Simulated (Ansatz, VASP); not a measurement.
**MgTiC4N4 in VASP and in Ansatz**

```
Mg Ti C N
1.0
     6.24240   -0.01509   -0.00901
    -0.01570    6.16627    0.00256
    -0.00869    0.00284    6.28413
Mg Ti C N
1 1 4 4
Cartesian
  0.0013 -0.0044 -0.0073
  3.1078 3.0809 3.1454
  1.2579 1.2445 1.2619
  1.2397 4.9139 5.0166
  4.9737 1.2352 5.0053
  4.9666 4.9080 1.2610
  1.9320 1.9114 1.9536
  1.9229 4.2482 4.3327
  4.2919 1.9067 4.3257
  4.2873 4.2486 1.9548
```

Change from the starting cell: cell x1, atoms moved at random (sigma 0.15 Å) and cell strained at random (1.5 %), then relaxed without symmetry.

Alike in both runs: functional PBE; k mesh 2 × 2 × 2; occupations gaussian, width 0.1 eV; collinear spin.

Ansatz relaxed the structure, and its values are those at the end. VASP's run is a single point on that final structure, the one shown.

|  | VASP | Ansatz |
| --- | --- | --- |
| version | VASP 6.6.1 | Ansatz 0.2.0 |
| potentials or method | VASP PAW PBE potentials, release 64 (Mg, Ti_sv, C, N), cutoff 520 eV | scalar-relativistic, plane waves, PAW |
| valence electrons in the cell | 50 | 58 |

|  | VASP | Ansatz | Ansatz less VASP |
| --- | --- | --- | --- |
| gap on the k mesh at the Fermi level (eV) | 0.69 | 0.69 | +0.002 |
| least direct gap on the mesh (eV) | 0.89 | 0.90 | +0.002 |
| pressure (GPa) | 0.3 | 0.0 | -0.30 |
| rms of the force components (eV/Å) | 0.193 | 0.002 | -0.1903 |
| net moment per atom (μB) | 0.20 | 0.20 | 0.000 |
| size of the moment on the site where the two differ most (μB) | 1.33 | 1.03 | -0.299 |

Site moments also hang on the region over which each program counts them. One of these differences is far larger than is usual between the two programs; its cause wasn't traced. VASP's potentials hold 50 valence electrons a cell and Ansatz's 58, so a difference there can come from the potentials and not from the codes.

The k mesh is coarse, so the values compare programs but aren't converged. Noted on VASP's run: the standard files for N, O and F lose accuracy on very short bonds.
